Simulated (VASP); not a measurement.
# ZrSn3O8 (Cmmm) in VASP: notebook

The runs below take ZrSn3O8 through single point, with PBE, PBEsol.

Everything below comes from runs of VASP 6.6.1. Logs are shortened: lines on timing, memory, paths and dates and some standing lists are left out, and cuts for length are marked.

### Step 1. The cell of the first run

The structure is orthorhombic, space group Cmmm (No. 65). The conventional cell has a = 6.759 Å, b = 6.792 Å, c = 6.435 Å, α = 90.00°, β = 90.00°, γ = 90.00°. Sn (site symmetry mm2) has 6 O at 2.06 to 2.08 Å within 2.7 Å. Within 2.7 Å of Sn (site symmetry mmm) lie 6 O at 2.07 Å. Within 2.8 Å of Zr (site symmetry mmm) lie 6 O at 2.10 Å. O (site symmetry m) has 2 Sn at 2.06 to 2.07 Å and 1 Zr at 2.10 Å and 1 O at 2.65 Å within 2.7 Å. Within 2.7 Å of O (site symmetry m2m) lie 2 Sn at 2.08 Å and 1 Zr at 2.10 Å and 1 O at 2.60 Å. O (site symmetry m2m) has 3 Sn at 2.07 to 2.08 Å and 1 O at 2.65 Å within 2.7 Å.

### Step 2. Single point, PBE

File INCAR:

```
PREC     = Accurate       # precision mode
ENCUT    = 520            # plane-wave cutoff, eV
EDIFF    = 1E-6           # SCF threshold, eV
ISMEAR   = -1             # smearing method
SIGMA    = 0.02           # smearing width, eV
LREAL    = F              # projectors in reciprocal space
LASPH    = T              # aspherical terms in the spheres
NELM     = 100            # most SCF steps
ALGO     = Normal         # electronic algorithm
ISIF     = 2              # what is computed and relaxed
LWAVE    = F              # write WAVECAR
LCHARG   = F              # write CHGCAR
GGA      = PE             # functional
NBANDS   = 63             # bands
```

File KPOINTS:

```
Automatic mesh
0
Gamma
  6 6 4
```

File POSCAR:

```
ZrSn3O8
1.0
    3.3797418775     -3.3960898038      0.0000000000
    3.3797418775      3.3960898038      0.0000000000
    0.0000000000      0.0000000000      6.4349649799
Sn Zr O
3 1 8
Direct
    0.5000000000      0.5000000000      0.2515781336
    0.5000000000      0.5000000000      0.7484218664
    0.0000000000      0.0000000000      0.5000000000
    0.0000000000      0.0000000000      0.0000000000
    0.1957695853      0.1957695853      0.2530272809
    0.8042304147      0.8042304147      0.2530272809
    0.6914935274      0.3085064726      0.0000000000
    0.3085064726      0.6914935274      0.0000000000
    0.1957695853      0.1957695853      0.7469727191
    0.8042304147      0.8042304147      0.7469727191
    0.6953476248      0.3046523752      0.5000000000
    0.3046523752      0.6953476248      0.5000000000
```

Potentials or basis: VASP PAW PBE potentials, release 64 (Sn_d, Zr_sv, O).

On the command line:

```bash
$ cat potpaw_PBE.64/Sn_d/POTCAR potpaw_PBE.64/Zr_sv/POTCAR potpaw_PBE.64/O/POTCAR > POTCAR
$ mpirun -np 1 vasp_std > vasp.out
```

OUTCAR:

```text
PREC = Accurate
   ENCUT = 520
   EDIFF = 1E-6
   ISMEAR = -1
   LREAL = F
   LASPH = T
   NELM = 100
   ISIF = 2
   GGA = PE

 ion  position               nearest neighbor table
   1  0.500  0.500  0.252-   5 2.06   6 2.06   7 2.08   8 2.08  11 2.08  12 2.08   2 3.20   2 3.24
                             3 3.74   3 3.74   4 3.75   4 3.75   3 3.75   3 3.75   4 3.76   4 3.76
   2  0.500  0.500  0.748-   9 2.06  10 2.06   7 2.08   8 2.08  11 2.08  12 2.08   1 3.20   1 3.24
                             3 3.74   3 3.74   4 3.75   4 3.75   3 3.75   3 3.75   4 3.76   4 3.76
   3  0.000  0.000  0.500-   5 2.07   6 2.07   9 2.07  10 2.07  11 2.07  12 2.07   4 3.22   4 3.22
                             1 3.74   2 3.74   1 3.74   2 3.74   1 3.75   2 3.75   1 3.75   2 3.75
   4  0.000  0.000  0.000-   7 2.10   8 2.10   5 2.10   6 2.10   9 2.10  10 2.10   3 3.22   3 3.22
                             1 3.75   2 3.75   1 3.75   2 3.75   1 3.76   2 3.76   1 3.76   2 3.76
   5  0.196  0.196  0.253-   1 2.06   3 2.07   4 2.10
   6  0.804  0.804  0.253-   1 2.06   3 2.07   4 2.10
   7  0.691  0.309  0.000-   1 2.08   2 2.08   4 2.10
   8  0.309  0.691  0.000-   1 2.08   2 2.08   4 2.10
   9  0.196  0.196  0.747-   2 2.06   3 2.07   4 2.10
  10  0.804  0.804  0.747-   2 2.06   3 2.07   4 2.10
  11  0.695  0.305  0.500-   3 2.07   2 2.08   1 2.08
  12  0.305  0.695  0.500-   3 2.07   2 2.08   1 2.08

  LATTYP: Found a base centered orthorhombic cell.
 ALAT       =     6.7594837550
 B/A-ratio  =     1.0048370340
 C/A-ratio  =     0.9519905977

  Lattice vectors:

 A1 = (   3.3797418775,  -3.3960898038,   0.0000000000)
 A2 = (   3.3797418775,   3.3960898038,   0.0000000000)
 A3 = (   0.0000000000,   0.0000000000,   6.4349649799)

Analysis of symmetry for initial positions (statically):
=====================================================================
 Subroutine PRICEL returns:
 Original cell was already a primitive cell.

 Routine SETGRP: Setting up the symmetry group for a
 base centered orthorhombic supercell.

 Subroutine GETGRP returns: Found  8 space group operations
 (whereof  8 operations were pure point group operations)
 out of a pool of  8 trial point group operations.

The static configuration has the point symmetry D_2h.

Analysis of symmetry for dynamics (positions and initial velocities):
=====================================================================
 Subroutine PRICEL returns:
 Original cell was already a primitive cell.

 Routine SETGRP: Setting up the symmetry group for a
 base centered orthorhombic supercell.

 Subroutine GETGRP returns: Found  8 space group operations
 (whereof  8 operations were pure point group operations)
 out of a pool of  8 trial point group operations.

The dynamic configuration has the point symmetry D_2h.

 Subroutine INISYM returns: Found  8 space group operations
 (whereof  8 operations are pure point group operations),
 and found     1 'primitive' translations

----------------------------------------------------------------------------------------

                                     Primitive cell

  volume of cell :     147.7199

  direct lattice vectors                    reciprocal lattice vectors
     3.379741877 -3.396089804  0.000000000     0.147940292 -0.147228144  0.000000000
     3.379741877  3.396089804  0.000000000     0.147940292  0.147228144  0.000000000
     0.000000000  0.000000000  6.434964980     0.000000000  0.000000000  0.155401001

  length of vectors
     4.791250475  4.791250475  6.434964980     0.208716210  0.208716210  0.155401001

  position of ions in fractional coordinates (direct lattice)
     0.500000000  0.500000000  0.251578134
     0.500000000  0.500000000  0.748421866
     0.000000000  0.000000000  0.500000000
     0.000000000  0.000000000  0.000000000
     0.195769585  0.195769585  0.253027281
     0.804230415  0.804230415  0.253027281
     0.691493527  0.308506473  0.000000000
     0.308506473  0.691493527  0.000000000
     0.195769585  0.195769585  0.746972719
     0.804230415  0.804230415  0.746972719
     0.695347625  0.304652375  0.500000000
     0.304652375  0.695347625  0.500000000

  ion indices of the primitive-cell ions
   primitive index   ion index
                 1           1
                 2           2
                 3           3
                 4           4
                 5           5
                 6           6
                 7           7
                 8           8
                 9           9
                10          10
                11          11
                12          12

----------------------------------------------------------------------------------------

 KPOINTS: Automatic mesh

Automatic generation of k-mesh.
 Grid dimensions read from file:
 generate k-points for:    6    6    4

 Generating k-lattice:

  Cartesian coordinates                     Fractional coordinates (reciprocal lattice)
     0.024656715 -0.024538024  0.000000000     0.166666667  0.000000000  0.000000000
     0.024656715  0.024538024  0.000000000     0.000000000  0.166666667  0.000000000
     0.000000000  0.000000000  0.038850250     0.000000000  0.000000000  0.250000000

  Length of vectors
     0.034786035  0.034786035  0.038850250

  Shift w.r.t. Gamma in fractional coordinates (k-lattice)
     0.000000000  0.000000000  0.000000000

 Subroutine IBZKPT returns following result:
 ===========================================

 Found     39 irreducible k-points:

 Following reciprocal coordinates:
            Coordinates               Weight
  0.000000  0.000000  0.000000      1.000000
  0.166667  0.000000  0.000000      4.000000
  0.333333  0.000000  0.000000      4.000000
  0.500000  0.000000  0.000000      2.000000
  0.166667  0.166667  0.000000      2.000000
  0.333333  0.166667  0.000000      4.000000
[... 16 lines left out ...]
  0.333333  0.333333  0.250000      4.000000
  0.500000  0.333333  0.250000      8.000000
 [... further k-points ...]
   k-points           NKPTS =     39   k-points in BZ     NKDIM =     39   number of bands    NBANDS=     63
   number of dos      NEDOS =    301   number of ions     NIONS =     12
   total plane-waves  NPLWV =  62208
   dimension x,y,z NGX =    36 NGY =   36 NGZ =   48
   dimension x,y,z NGXF=    72 NGYF=   72 NGZF=   96
   ions per type =               3   1   8
   NGX,Y,Z   is equivalent  to a cutoff of  12.49, 12.49, 12.40 a.u.
   NGXF,Y,Z  is equivalent  to a cutoff of  24.98, 24.98, 24.80 a.u.
 SYSTEM =  unknown system
   PREC   = accura    normal or accurate (medium, high low for compatibility)
   ISTART =      0    job   : 0-new  1-cont  2-samecut
   ICHARG =      2    charge: 1-file 2-atom 10-const
   ISPIN  =      1    spin polarized calculation?
   LNONCOLLINEAR =      F non collinear calculations
   LSORBIT =      F    spin-orbit coupling
   LASPH  =      T    aspherical Exc in radial PAW
   ENCUT  =  520.0 eV  38.22 Ry    6.18 a.u.   8.91  8.91 11.96*2*pi/ulx,y,z
   NELM   =    100;   NELMIN=  2; NELMDL= -5     # of ELM steps
   EDIFF  = 0.1E-05   stopping-criterion for ELM
   LREAL  =      F    real-space projection
   EDIFFG = 0.1E-04   stopping-criterion for IOM
   NSW    =      0    number of steps for IOM
   IBRION =     -1    ionic relax: 0-MD 1-quasi-New 2-CG
   NFREE  =      0    steps in history (QN), initial steepest desc. (CG)
   ISIF   =      2    stress and relaxation
   ISYM   =      2    0-nonsym 1-usesym 2-fastsym
   POTIM  = 0.5000    time-step for ionic-motion
   TEBEG  =    0.0;   TEEND  =   0.0 temperature during run
   PSTRESS=    0.0 pullay stress
   NELECT =     102.0000    total number of electrons
   NUPDOWN=      -1.0000    fix difference up-down
   EMIN   =  10.00;   EMAX   =-10.00  energy-range for DOS
   EFERMI =   0.00;   METHOD = LEGACY
   ISMEAR =    -1;   SIGMA  =   0.02  broadening in eV -4-tet -1-fermi 0-gaus
   EFERMI_NEDOS =   21; number of points for ismear=-14 and -15
   IALGO  =     38    algorithm
   IMIX   =      4    mixing-type and parameters
     AMIX     =   0.40;   BMIX     =  1.00
     AMIX_MAG =   1.60;   BMIX_MAG =  1.00
  volume/ion in A,a.u.               =      12.31        83.07
  Fermi-wavevector in a.u.,A,eV,Ry     =   1.446978  2.734392 28.487135  2.093745
  Thomas-Fermi vector in A             =   2.564985
   LORBIT       =      0    0 simple, 1 ext, 2 COOP (PROOUT), +10 PAW based schemes
   GGA     = PE    functional components
[... 5 lines left out ...]
 non-spin polarized calculation
  energy-cutoff  :      520.00
  volume of cell :      147.72
 maximum number of plane-waves:      4014
   NGX = 17   NGY = 17   NGZ = 23

 number of electron     102.0000009 magnetization

 Free energy of the ion-electron system (eV)
  ---------------------------------------------------
  ext. energy  EPLUGINS =         0.00000000
  ---------------------------------------------------
  free energy    TOTEN  =       -84.25588426 eV

  energy without entropy =      -84.25588426  energy(sigma->0) =      -84.25588426

 E-fermi :   6.1367     XC(G=0): -11.0696

 val. band max:        5.6677618871   @ k =   0.0000   0.0000   0.0000
 cond. band min:       7.7462766349   @ k =   0.0000   0.0000   0.0000
 fundamental gap:      2.0785147477
 Fermi energy:         6.1366733426

 k-point     1 :       0.0000    0.0000    0.0000
  band No.  band energies     occupation
      1     -42.0297      2.00000
      2     -20.3847      2.00000
      3     -20.2416      2.00000
      4     -20.1838      2.00000
      5     -15.2175      2.00000
      6     -15.0700      2.00000
[... 55 lines left out ...]
     62      15.3601      0.00000
     63      15.7110      0.00000

 k-point     2 :       0.1667    0.0000    0.0000
  band No.  band energies     occupation
      1     -42.0297      2.00000
      2     -20.3838      2.00000
      3     -20.2432      2.00000
      4     -20.1856      2.00000
      5     -15.2072      2.00000
      6     -15.0762      2.00000
[... 1507 lines left out ...]
     62      14.8964      0.00000
     63      15.4660      0.00000

 [... further k-points ...]

------------------------ aborting loop because EDIFF is reached ----------------------------------------

  FORCE on cell =-STRESS in cart. coord.  units (eV):
  Direction    XX          YY          ZZ          XY          YZ          ZX
  --------------------------------------------------------------------------------------
  -------------------------------------------------------------------------------------
  Total        6.2894020      5.9897071      7.3851290      0.0000000      0.0000000      0.0000000
  in kB       68.2151841     64.9646774     80.0994965      0.0000000      0.0000000      0.0000000
  external PRESSURE =      71.0931194 kB  Pullay stress =       0.0000000 kB

 VOLUME and BASIS-vectors are now :
 -----------------------------------------------------------------------------
  energy-cutoff  :      520.00
  volume of cell :      147.72
      direct lattice vectors                 reciprocal lattice vectors
     3.379741877 -3.396089804  0.000000000     0.147940292 -0.147228144  0.000000000
     3.379741877  3.396089804  0.000000000     0.147940292  0.147228144  0.000000000
     0.000000000  0.000000000  6.434964980     0.000000000  0.000000000  0.155401001

 POSITION                                       TOTAL-FORCE (eV/Angst)
 -----------------------------------------------------------------------------------
      3.37974      0.00000      1.61890         0.000000     -0.000000     -0.003472
      3.37974      0.00000      4.81607         0.000000     -0.000000      0.003472
      0.00000      0.00000      3.21748         0.000000     -0.000000      0.000000
      0.00000      0.00000      0.00000         0.000000     -0.000000      0.000000
      1.32330      0.00000      1.62822        -0.091866     -0.000000     -0.200770
      5.43618      0.00000      1.62822         0.091866     -0.000000     -0.200770
      3.37974     -1.30066      0.00000         0.000000     -0.295639      0.000000
      3.37974      1.30066      0.00000         0.000000      0.295639      0.000000
      1.32330      0.00000      4.80674        -0.091866     -0.000000      0.200770
      5.43618      0.00000      4.80674         0.091866     -0.000000      0.200770
      3.37974     -1.32684      3.21748         0.000000     -0.068614      0.000000
      3.37974      1.32684      3.21748         0.000000      0.068614      0.000000
 -----------------------------------------------------------------------------------
    total drift:                                0.000000     -0.000000      0.000000

  FREE ENERGIE OF THE ION-ELECTRON SYSTEM (eV)
  ---------------------------------------------------
  free  energy   TOTEN  =       -84.2558842647 eV

  energy  without entropy=      -84.2558842647  energy(sigma->0) =      -84.25588426
```

It took 3 min on 1 thread of Intel Xeon 6975P-C (Granite Rapids), shared host; peak memory 0.42 GiB.

What came out:

```
Free energy            : -84.2559 eV
Pressure               : 7.1 GPa
Largest force          : 0.296 eV/Å
Band gap on the k mesh : 2.08 eV
```

Forces on the atoms (eV/Å):
```
Sn   0.000  0.000 -0.003
Sn   0.000  0.000  0.003
Sn   0.000  0.000  0.000
Zr   0.000  0.000  0.000
O   -0.092  0.000 -0.201
O    0.092  0.000 -0.201
O    0.000 -0.296  0.000
O    0.000  0.296  0.000
O   -0.092  0.000  0.201
O    0.092  0.000  0.201
O    0.000 -0.069  0.000
O    0.000  0.069  0.000
```

Stress tensor (GPa, compression positive):
```
6.82 0.00 0.00
0.00 6.50 0.00
0.00 0.00 8.01
```

Caveat: the cell stands under pressure; spin-orbit coupling is left out, which moves the levels of the heavy elements. A k mesh can miss the band edges.

(Continued in part 2 of 2.)
